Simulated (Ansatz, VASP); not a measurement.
## Two plane-wave programs on K

File POSCAR:

```
K
1.0
    4.8277771717      0.0000000000      0.0000000000
   -2.4138885859      4.1809776745      0.0000000000
    0.0000000000      0.0000000000     15.7673763375
K
4
Direct
    0.0000000000      0.0000000000      0.0000000000
    0.0000000000      0.0000000000      0.5000000000
    0.3333333333      0.6666666667      0.2500000000
    0.6666666667      0.3333333333      0.7500000000
```

The input INCAR.step1:

```
SYSTEM = K
PREC = Accurate
ENCUT = 520
ISMEAR = -1
SIGMA = 0.1
LREAL = .False.
LASPH = .True.
NELM = 100
NBANDS = 26
GGA = PE
ALGO = Normal
EDIFF = 1E-4
LWAVE = .True.
LCHARG = .False.
```

INCAR.step2

```
SYSTEM = K
PREC = Accurate
ENCUT = 520
EDIFF = 1E-6
ISMEAR = -1
SIGMA = 0.1
LREAL = .False.
LASPH = .True.
NELM = 100
ALGO = Normal
ISIF = 2
LWAVE = .False.
LCHARG = .True.
METAGGA = R2SCAN
LMIXTAU = .True.
LELF = .True.
LVHAR = .True.
NBANDS = 26
ISTART = 1
```

File KPOINTS:

```
Automatic mesh
0
Gamma
  9 9 3
  0 0 0
```

Input for Ansatz:

```yaml
crystal:
  lattice:
    - [4.8277771717, 0.0, 0.0]
    - [-2.4138885859, 4.1809776745, 0.0]
    - [0.0, 0.0, 15.7673763375]
  atoms:
    - { symbol: K, position: [0.0, 0.0, 0.0] }
    - { symbol: K, position: [0.0, 0.0, 0.5] }
    - { symbol: K, position: [0.3333333333, 0.6666666667, 0.25] }
    - { symbol: K, position: [0.6666666667, 0.3333333333, 0.75] }
hamiltonian:
  xc: r2scan
  pseudopotentials:
    kind: paw
    azcp:
      K: "pseudopotentials/K.paw.azcp"
basis:
  ecutwfc: 500
  fft_grid_basis: typed
kpoints:
  mp_grid: { grid: [9, 9, 3], shift: [0, 0, 0] }
magnetization:
  spin_polarized: false
scf:
  occupations: { method: fermi_dirac, width: 0.1 }
  lower_state_search: "off"
output:
  stress: true
```

Alike in both runs: task single point; functional r2SCAN; k mesh 9 × 9 × 3; occupations fermi-dirac, width 0.1 eV; no spin polarisation.

```csv
,VASP,Ansatz
version,VASP 6.6.1,Ansatz 0.2.0
potentials or method,"VASP PAW PBE potentials, release 64 (K_sv), cutoff 520 eV","plane waves (500 eV) with PAW, scalar-relativistic"
valence electrons in the cell,36,36
```

|  | VASP | Ansatz | Ansatz less VASP |
| --- | --- | --- | --- |
| pressure (GPa) | -0.1 | -0.1 | +0.02 |

VASP's potentials were made for PBE, not for r2SCAN.
